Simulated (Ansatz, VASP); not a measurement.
## Au: VASP beside Ansatz

Contents of INCAR:

```
SYSTEM = Au
  PREC = Accurate
  ENCUT = 520
  EDIFF = 1E-6
  ISMEAR = 0
  SIGMA = 0.15
  LREAL = .False.
  LASPH = .True.
  NELM = 80
  ALGO = Normal
  ISIF = 2
  LWAVE = .False.
  LCHARG = .True.
  GGA = PE
  LELF = .True.
  LVHAR = .True.
  NBANDS = 12
```

Contents of KPOINTS:

```
Automatic mesh
0
Gamma
  20 20 20
  0 0 0
```

File POSCAR:

```
Au
1.0
    0.0000000000      2.0455000000      1.9841350000
    2.0455000000      0.0000000000      1.9841350000
    2.0455000000      2.0455000000      0.0000000000
Au
1
Direct
    0.0000000000      0.0000000000      0.0000000000
```

Input for Ansatz:

```yaml
crystal:
  lattice:
    - [0.0, 2.0455, 1.984135]
    - [2.0455, 0.0, 1.984135]
    - [2.0455, 2.0455, 0.0]
  atoms:
    - { symbol: Au, position: [0.0, 0.0, 0.0] }
basis:
  ecutwfc: 420
kpoints:
  mp_grid: { grid: [20, 20, 20] }
hamiltonian:
  xc: pbe
scf:
  occupations: { method: gaussian, width: 0.15 }
output:
  forces: true
  stress: true
  eigenvalues: true
```

Change from the starting cell: strain +0.000 along x and y, -0.030 along z, atoms carried along.

Alike in both runs: task single point; functional PBE; k mesh 20 × 20 × 20; occupations gaussian, width 0.15 eV; no spin polarisation.

|  | VASP | Ansatz |
| --- | --- | --- |
| version | VASP 6.6.1 | Ansatz 0.2.0 |
| potentials or method | VASP PAW PBE potentials, release 64 (Au), cutoff 520 eV | scalar-relativistic, plane waves, PAW |
| valence electrons in the cell | 11 | 19 |

VASP gave:

```
gap on the k mesh at the Fermi level (eV)                     : none
pressure (GPa)                                                : 13.7
traceless stress, the component that is largest in VASP (GPa) : 0.67
```

Q: Which values does Ansatz return?

A: gap on the k mesh at the Fermi level (eV): none; pressure (GPa): 14.1; traceless stress, the component that is largest in VASP (GPa): 0.67.

A gap of «none» marks a metal or a gap that the smearing closes. The functional is the same, so the differences come from potentials, cutoffs and numerics. VASP's potentials hold 11 valence electrons a cell and Ansatz's 19, so a difference there can come from the potentials and not from the codes.

Spin-orbit coupling is off throughout.
